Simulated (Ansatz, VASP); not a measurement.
**One calculation of TaN, two programs**

```
CELL_PARAMETERS angstrom
3.10247 0.00000 0.00000
-1.55123 2.68682 0.00000
0.00000 0.00000 5.54287
ATOMIC_POSITIONS crystal
Ta 0.33333 0.66667 0.03049
Ta 0.66667 0.33333 0.53049
N 0.33333 0.66667 0.35451
N 0.66667 0.33333 0.85451
```

Alike in both runs: task single point; functional PBE; k mesh 18 × 18 × 8; occupations gaussian, width 0.15 eV; no spin polarisation.

```csv
,VASP,Ansatz
version,VASP 6.6.1,Ansatz 0.2.0
potentials or method,"VASP PAW PBE potentials, release 64 (Ta_pv, N), cutoff 520 eV","scalar-relativistic, plane waves, PAW"
valence electrons in the cell,32,36
```

|  | VASP | Ansatz | Ansatz less VASP |
| --- | --- | --- | --- |
| gap on the k mesh at the Fermi level (eV) | none | none | - |
| rms of the force components (eV/Å) | 2.036 | 1.960 | -0.0762 |

Atom by atom the forces differ by 0.076 eV/Å (rms over components). A gap of «none» marks a metal or a gap that the smearing closes. With one functional, cell and mesh, what is left measures potentials, basis and numerics. VASP's potentials hold 32 valence electrons a cell and Ansatz's 36, so a difference there can come from the potentials and not from the codes.

Neither program's run includes spin-orbit coupling.
